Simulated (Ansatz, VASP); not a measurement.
# One calculation of Zr2O, two programs

File INCAR:

```
  PREC = Accurate
  ENCUT = 520
  EDIFF = 1E-6
  ISMEAR = 0
  SIGMA = 0.15
  LREAL = F
  LASPH = T
  NELM = 80
  ALGO = Normal
  ISIF = 2
  LWAVE = F
  LCHARG = F
  GGA = PS
  NBANDS = 39
```

The input KPOINTS:

```
Automatic mesh
0
Gamma
  10 10 10
```

Contents of POSCAR:

```
Zr2O
1.0
    4.9442968303      0.0000000000      0.0000000000
    0.0000000000      4.9442968303      0.0000000000
    0.0000000000      0.0000000000      4.7282838620
Zr O
4 2
Direct
    0.2500000000      0.2500000000      0.7500000000
    0.7500000000      0.2500000000      0.2500000000
    0.2500000000      0.7500000000      0.2500000000
    0.7500000000      0.7500000000      0.7500000000
    0.0000000000      0.0000000000      0.0000000000
    0.5000000000      0.5000000000      0.5000000000
```

Input for Ansatz:

```yaml
crystal:
  lattice:
    - [4.9442968303, 0.0, 0.0]
    - [0.0, 4.9442968303, 0.0]
    - [0.0, 0.0, 4.728283862]
  atoms:
    - { symbol: Zr, position: [0.25, 0.25, 0.75] }
    - { symbol: Zr, position: [0.75, 0.25, 0.25] }
    - { symbol: Zr, position: [0.25, 0.75, 0.25] }
    - { symbol: Zr, position: [0.75, 0.75, 0.75] }
    - { symbol: O, position: [0.0, 0.0, 0.0] }
    - { symbol: O, position: [0.5, 0.5, 0.5] }
basis:
  ecutwfc: 420
kpoints:
  mp_grid: { grid: [10, 10, 10] }
hamiltonian:
  xc: pbesol
scf:
  occupations: { method: gaussian, width: 0.15 }
output:
  forces: true
  stress: true
  eigenvalues: true
```

Change from the starting cell: strain +0.030 along x and y, -0.015 along z, atoms carried along.

Alike in both runs: task single point; functional PBEsol; k mesh 10 × 10 × 10; occupations gaussian, width 0.15 eV; no spin polarisation.

|  | VASP | Ansatz |
| --- | --- | --- |
| version | VASP 6.6.1 | Ansatz 0.2.0 |
| potentials or method | VASP PAW PBE potentials, release 64 (Zr_sv, O), cutoff 520 eV | scalar-relativistic, plane waves, PAW |
| valence electrons in the cell | 60 | 60 |

Ansatz gave:

| Quantity | Value |
| --- | --- |
| gap on the k mesh at the Fermi level (eV) | none |
| pressure (GPa) | -5.8 |
| traceless stress, the component that is largest in VASP (GPa) | 1.51 |

What did VASP give for the same quantities?

gap on the k mesh at the Fermi level (eV): none; pressure (GPa): -5.6; traceless stress, the component that is largest in VASP (GPa): 1.50.

VASP's potentials were made for PBE, not for PBEsol. A gap of «none» marks a metal or a gap that the smearing closes.
